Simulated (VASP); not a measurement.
# HfB2 (P6/mmm) in VASP: notebook, part 2 of 2

VASP 6.6.1.

### Step 3. Single point, PBEsol

This run uses another cell than the first one, of 9.13 Å³/atom, 0.922 times its volume.

INCAR reads:

```
PREC = Accurate ; ENCUT = 520
EDIFF = 1E-6 ; ISMEAR = -1
SIGMA = 0.05 ; LREAL = False
LASPH = True ; NELM = 80
ALGO = Normal ; ISIF = 2
LWAVE = False ; LCHARG = True
GGA = PS ; LELF = True
LVHAR = True ; NBANDS = 15
```

KPOINTS reads:

```
regular mesh
0
Gamma
  10 10 8
```

POSCAR reads:

```
HfB2
1.0
    3.0144000000      0.0000000000      0.0000000000
   -1.5072000000      2.6105469772      0.0000000000
    0.0000000000      0.0000000000      3.4800000000
Hf B
1 2
Direct
    0.0000000000      0.0000000000      0.0000000000
    0.6666666667      0.3333333333      0.5000000000
    0.3333333333      0.6666666667      0.5000000000
```

Potentials or basis: VASP PAW PBE potentials, release 64 (Hf_pv, B).

On the command line:

```
$ cat potpaw_PBE.64/Hf_pv/POTCAR potpaw_PBE.64/B/POTCAR > POTCAR
$ mpirun -np 1 vasp_std > vasp.out
```

OUTCAR:

```text
PREC = Accurate
   ENCUT = 520
   EDIFF = 1E-6
   ISMEAR = -1
   LREAL = False
   LASPH = True
   NELM = 80
   ISIF = 2
   GGA = PS

 ion  position               nearest neighbor table
   1  0.000  0.000  0.000-   2 2.46   3 2.46   2 2.46   3 2.46   2 2.46   2 2.46   3 2.46   3 2.46
                             2 2.46   2 2.46   3 2.46   3 2.46
   2  0.667  0.333  0.500-   3 1.74   3 1.74   3 1.74   1 2.46   1 2.46   1 2.46   1 2.46   1 2.46
                             1 2.46
   3  0.333  0.667  0.500-   2 1.74   2 1.74   2 1.74   1 2.46   1 2.46   1 2.46   1 2.46   1 2.46
                             1 2.46

  LATTYP: Found a hexagonal cell.
 ALAT       =     3.0144000000
 C/A-ratio  =     1.1544585987

  Lattice vectors:

 A1 = (   3.0144000000,   0.0000000000,   0.0000000000)
 A2 = (  -1.5072000000,   2.6105469772,   0.0000000000)
 A3 = (   0.0000000000,   0.0000000000,   3.4800000000)

Analysis of symmetry for initial positions (statically):
=====================================================================
 Subroutine PRICEL returns:
 Original cell was already a primitive cell.

 Routine SETGRP: Setting up the symmetry group for a
 hexagonal supercell.

 Subroutine GETGRP returns: Found 24 space group operations
 (whereof 24 operations were pure point group operations)
 out of a pool of 24 trial point group operations.

The static configuration has the point symmetry D_6h.

Analysis of symmetry for dynamics (positions and initial velocities):
=====================================================================
 Subroutine PRICEL returns:
 Original cell was already a primitive cell.

 Routine SETGRP: Setting up the symmetry group for a
 hexagonal supercell.

 Subroutine GETGRP returns: Found 24 space group operations
 (whereof 24 operations were pure point group operations)
 out of a pool of 24 trial point group operations.

The dynamic configuration has the point symmetry D_6h.

 Subroutine INISYM returns: Found 24 space group operations
 (whereof 24 operations are pure point group operations),
 and found     1 'primitive' translations
[... 122 lines left out ...]
   GGA     = PS    functional components
   LHFCALC =     F    Hartree Fock is set to
   AEXX    =    0.0000 exact exchange contribution
   IVDW    =     0    specifies the selected vdW correction
   LEPSILON=     F    determine dielectric tensor
   LRPA    =     F    only Hartree local field effects (RPA)
 non-spin polarized calculation
  energy-cutoff  :      520.00
  volume of cell :       27.38
 maximum number of plane-waves:       757
 NGX is ok and might be reduce to    24
   NGX = 11   NGY = 11   NGZ = 13

 number of electron      15.9999999 magnetization

 Free energy of the ion-electron system (eV)
  ---------------------------------------------------
  ext. energy  EPLUGINS =         0.00000000
  ---------------------------------------------------
  free energy    TOTEN  =       -27.70348805 eV

  energy without entropy =      -27.70123658  energy(sigma->0) =      -27.70236231

 E-fermi :   8.0280     XC(G=0): -13.0634

 val. band max:        8.0048254982   @ k =   0.2000   0.2000   0.1250
 cond. band min:       8.4004657053   @ k =   0.1000   0.1000   0.2500
 fundamental gap:      0.3956402071
 Fermi energy:         8.0280001870

 k-point     1 :       0.0000    0.0000    0.0000
  band No.  band energies     occupation
      1     -22.2358      2.00000
      2     -21.5155      2.00000
      3     -21.5155      2.00000
      4      -6.0121      2.00000
      5       4.7397      2.00000
      6       5.1373      2.00000
      7       5.4609      2.00000
      8       5.4609      2.00000
      9      12.6583      0.00000
     10      12.6583      0.00000
     11      12.9371      0.00000
     12      12.9371      0.00000
     13      13.8790      0.00000
     14      13.8790      0.00000
[... 401 lines left out ...]
      2     -22.0653      2.00000
      3     -21.8330      2.00000
      4      -1.9951      2.00000
      5      -0.5166      2.00000
      6       3.4689      2.00000
      7       4.0499      2.00000
      8       5.7642      2.00000
      9       9.3925      0.00000
     10      12.6784      0.00000
     11      12.8546      0.00000
     12      15.3408      0.00000
     13      16.5274      0.00000
     14      17.6535      0.00000
     15      20.0629      0.00000

 [... further k-points ...]
[... 5 lines left out ...]
  --------------------------------------------------------------------------------------
  -------------------------------------------------------------------------------------
  Total        4.6459620      4.6459620      1.1331682      0.0000000      0.0000000      0.0000000
  in kB      271.8157366    271.8157366     66.2969135      0.0000000      0.0000000      0.0000000
  external PRESSURE =     203.3094622 kB  Pullay stress =       0.0000000 kB

 VOLUME and BASIS-vectors are now :
 -----------------------------------------------------------------------------
  energy-cutoff  :      520.00
  volume of cell :       27.38
      direct lattice vectors                 reciprocal lattice vectors
     3.014400000  0.000000000  0.000000000     0.331740977  0.191530742  0.000000000
    -1.507200000  2.610546977  0.000000000     0.000000000  0.383061484  0.000000000
     0.000000000  0.000000000  3.480000000     0.000000000  0.000000000  0.287356322

 POSITION                                       TOTAL-FORCE (eV/Angst)
 -----------------------------------------------------------------------------------
      0.00000      0.00000      0.00000        -0.000000      0.000000      0.000000
      1.50720      0.87018      1.74000         0.000000     -0.000000      0.000000
     -0.00000      1.74036      1.74000        -0.000000      0.000000     -0.000000
 -----------------------------------------------------------------------------------
    total drift:                               -0.000000      0.000000      0.000000

  FREE ENERGIE OF THE ION-ELECTRON SYSTEM (eV)
  ---------------------------------------------------
  free  energy   TOTEN  =       -27.7034880463 eV

  energy  without entropy=      -27.7012365806  energy(sigma->0) =      -27.70236231
```

Run time: 36 s. Hardware: 1 thread of Intel Xeon 8259CL, shared host; peak memory 0.16 GiB.

Results:

| Item | Value |
| --- | --- |
| Free energy | -27.7035 eV |
| Pressure | 20.3 GPa |
| Band gap on the k mesh | zero (band 8 reaches 9.21 eV, above the bottom of band 9 at 7.87 eV) |

Caveat: the PAW data sets were made with another functional, which shifts forces and pressure a little; spin-orbit coupling is left out, which moves the levels of the heavy elements.

### Step 4. Single point, PBEsol

This run uses another cell than the first one, of 9.51 Å³/atom, 0.960 times its volume.

INCAR reads:

```
SYSTEM = HfB2
  PREC = Accurate
  ENCUT = 520
  EDIFF = 1E-6
  ISMEAR = -1
  SIGMA = 0.05
  LREAL = .FALSE.
  LASPH = .TRUE.
  NELM = 80
  ALGO = Normal
  ISIF = 2
  LWAVE = .FALSE.
  LCHARG = .FALSE.
  GGA = PS
  NBANDS = 15
```

KPOINTS reads:

```
Automatic mesh
0
G
  10 10 8
  0 0 0
```

POSCAR reads:

```
HfB2
1.0
    3.0772000000      0.0000000000      0.0000000000
   -1.5386000000      2.6649333725      0.0000000000
    0.0000000000      0.0000000000      3.4800000000
Hf B
1 2
Direct
    0.0000000000      0.0000000000      0.0000000000
    0.6666666667      0.3333333333      0.5000000000
    0.3333333333      0.6666666667      0.5000000000
```

On the command line:

```
$ cat potpaw_PBE.64/Hf_pv/POTCAR potpaw_PBE.64/B/POTCAR > POTCAR
$ mpirun -np 1 vasp_std > vasp.out
```

Wall time 39 s (1 thread of Intel Xeon 8259CL, shared host); peak memory 0.16 GiB.

The run converged. Its results:

```
Free energy            : -27.8363 eV
Pressure               : 6.9 GPa
Band gap on the k mesh : zero (band 8 reaches 8.66 eV, above the bottom of band 9 at 7.58 eV)
```

Stress tensor (GPa, compression positive):
```
10.14  0.00  0.00
 0.00 10.14  0.00
 0.00  0.00  0.29
```

Levels at points of the mesh, in eV from the Fermi level:
```
           k point  band 5  band 6  band 7  band 8  band 9  band 10  band 11  band 12
(0.00, 0.00, 0.00)   -3.10   -2.76   -2.67   -2.67    4.36     4.36     4.85     4.85
(0.50, 0.00, 0.00)   -8.86   -4.27   -3.26   -2.85    2.31     2.94     6.00     6.34
(0.00, 0.00, 0.50)   -8.42   -0.93   -0.93    0.66    0.66     1.17     1.17     2.07
(0.50, 0.00, 0.50)   -7.44   -4.86   -4.72   -2.39    4.20     4.50     6.84     7.44
```

Caveat: the PAW data sets were made with another functional, which shifts forces and pressure a little; spin-orbit coupling is left out, which moves the levels of the heavy elements.

### Step 5. Single point, PBEsol

This run uses another cell than the first one, of 10.31 Å³/atom, 1.040 times its volume.

INCAR reads:

```
  PREC = Accurate
  ENCUT = 520
  EDIFF = 1E-6
  ISMEAR = -1
  SIGMA = 0.05
  LREAL = F
  LASPH = T
  NELM = 60
  ALGO = Normal
  ISIF = 2
  LWAVE = F
  LCHARG = F
  GGA = PS
  NBANDS = 15
```

KPOINTS reads:

```
regular mesh
0
Gamma
  10 10 8
```

POSCAR reads:

```
HfB2
1.0
    3.2028000000      0.0000000000      0.0000000000
   -1.6014000000      2.7737061633      0.0000000000
    0.0000000000      0.0000000000      3.4800000000
Hf B
1 2
Direct
    0.0000000000      0.0000000000      0.0000000000
    0.6666666667      0.3333333333      0.5000000000
    0.3333333333      0.6666666667      0.5000000000
```

On the command line:

```
$ cat potpaw_PBE.64/Hf_pv/POTCAR potpaw_PBE.64/B/POTCAR > POTCAR
$ mpirun -np 1 vasp_std > vasp.out
```

Wall time 42 s (1 thread of Intel Xeon 8259CL, shared host); peak memory 0.16 GiB.

The run converged. Its results:

* Free energy: -27.7792 eV
* Pressure: -13.9 GPa
* Band gap on the k mesh: zero (band 8 reaches 7.61 eV, above the bottom of band 9 at 7.01 eV)

Stress tensor (GPa, compression positive):
```
-16.23   0.00   0.00
  0.00 -16.23   0.00
  0.00   0.00  -9.15
```

Levels at points of the mesh, in eV from the Fermi level:
```
           k point  band 6  band 7  band 8  band 9  band 10  band 11
(0.00, 0.00, 0.00)   -2.84   -2.74   -2.48    3.89     3.89     4.58
(0.50, 0.00, 0.00)   -3.76   -3.29   -2.71    2.23     2.71     5.37
(0.00, 0.00, 0.50)   -1.12   -1.12    0.19    0.19     1.02     1.02
(0.50, 0.00, 0.50)   -4.80   -4.49   -2.64    3.82     4.27     5.93
```

Caveat: the PAW data sets were made with another functional, which shifts forces and pressure a little; spin-orbit coupling is left out, which moves the levels of the heavy elements.

### Step 6. Single point, PBEsol

This run uses another cell than the first one, of 10.71 Å³/atom, 1.082 times its volume.

INCAR reads:

```
SYSTEM = HfB2
  ALGO = Normal
  EDIFF = 1E-6
  ENCUT = 520
  GGA = PS
  ISIF = 2
  ISMEAR = -1
  LASPH = .True.
  LCHARG = .False.
  LREAL = .False.
  LWAVE = .False.
  NBANDS = 15
  NELM = 80
  PREC = Accurate
  SIGMA = 0.05
```

KPOINTS reads:

```
k-points
0
Gamma
  10 10 8
  0 0 0
```

POSCAR reads:

```
HfB2
1.0
    3.2656000000      0.0000000000      0.0000000000
   -1.6328000000      2.8280925586      0.0000000000
    0.0000000000      0.0000000000      3.4800000000
Hf B
1 2
Direct
    0.0000000000      0.0000000000      0.0000000000
    0.6666666667      0.3333333333      0.5000000000
    0.3333333333      0.6666666667      0.5000000000
```

Potentials or basis: VASP PAW PBE potentials, release 64 (Hf_pv, B).

On the command line:

```
$ cat potpaw_PBE.64/Hf_pv/POTCAR potpaw_PBE.64/B/POTCAR > POTCAR
$ mpirun -np 1 vasp_std > vasp.out
```

Wall time 40 s (1 thread of Intel Xeon 8259CL, shared host); peak memory 0.17 GiB.

It converged, with:

| Quantity | Value |
| --- | --- |
| Free energy | -27.6164 eV |
| Pressure | -21.7 GPa |
| Band gap on the k mesh | zero (band 8 reaches 7.42 eV, above the bottom of band 9 at 6.73 eV) |

Stress tensor (GPa, compression positive):
```
-26.13   0.00   0.00
  0.00 -26.13   0.00
  0.00   0.00 -12.76
```

Levels at points of the mesh, in eV from the Fermi level:
| k point | band 5 | band 6 | band 7 | band 8 | band 9 | band 10 | band 11 | band 12 |
| --- | --- | --- | --- | --- | --- | --- | --- | --- |
| (0.00, 0.00, 0.00) | -2.89 | -2.89 | -2.57 | -2.32 | 3.69 | 3.69 | 4.01 | 4.50 |
| (0.50, 0.00, 0.00) | -8.84 | -3.51 | -3.28 | -2.64 | 2.21 | 2.62 | 4.94 | 5.14 |
| (0.00, 0.00, 0.50) | -7.91 | -1.18 | -1.18 | 0.01 | 0.01 | 0.97 | 0.97 | 2.76 |
| (0.50, 0.00, 0.50) | -7.14 | -4.74 | -4.38 | -2.73 | 3.50 | 4.31 | 5.53 | 6.94 |

Caveat: the PAW data sets were made with another functional, which shifts forces and pressure a little; spin-orbit coupling is left out, which moves the levels of the heavy elements.

### Step 7. Summary

| level | cell | k mesh | grid for exact exchange (PRECFOCK) | gap on the mesh (eV) | pressure (GPa) |
| --- | --- | --- | --- | --- | --- |
| HF | a = 3.140, b = 3.140, c = 3.480 Å, angles 90.0, 90.0, 120.0°, 3 atoms | 5 × 5 × 4 | Normal | none | 5.8 |
| PBEsol | a = 3.014, b = 3.014, c = 3.480 Å, angles 90.0, 90.0, 120.0°, 3 atoms | 10 × 10 × 8 | - | none | 20.3 |
| PBEsol | a = 3.077, b = 3.077, c = 3.480 Å, angles 90.0, 90.0, 120.0°, 3 atoms | 10 × 10 × 8 | - | none | 6.9 |
| PBEsol | a = 3.203, b = 3.203, c = 3.480 Å, angles 90.0, 90.0, 120.0°, 3 atoms | 10 × 10 × 8 | - | none | -13.9 |
| PBEsol | a = 3.266, b = 3.266, c = 3.480 Å, angles 90.0, 90.0, 120.0°, 3 atoms | 10 × 10 × 8 | - | none | -21.7 |

Alike in all rows: task single point; potentials or basis VASP PAW PBE potentials, release 64 (Hf_pv, B); no spin polarisation; cutoff (eV) 520; smearing fermi-dirac 0.05 eV.

Caveats: some runs use coarse meshes; the PAW data sets were made with another functional, which shifts forces and pressure a little; spin-orbit coupling is left out, which moves the levels of the heavy elements.

Absolute energies hang on the potentials; compare differences alone.
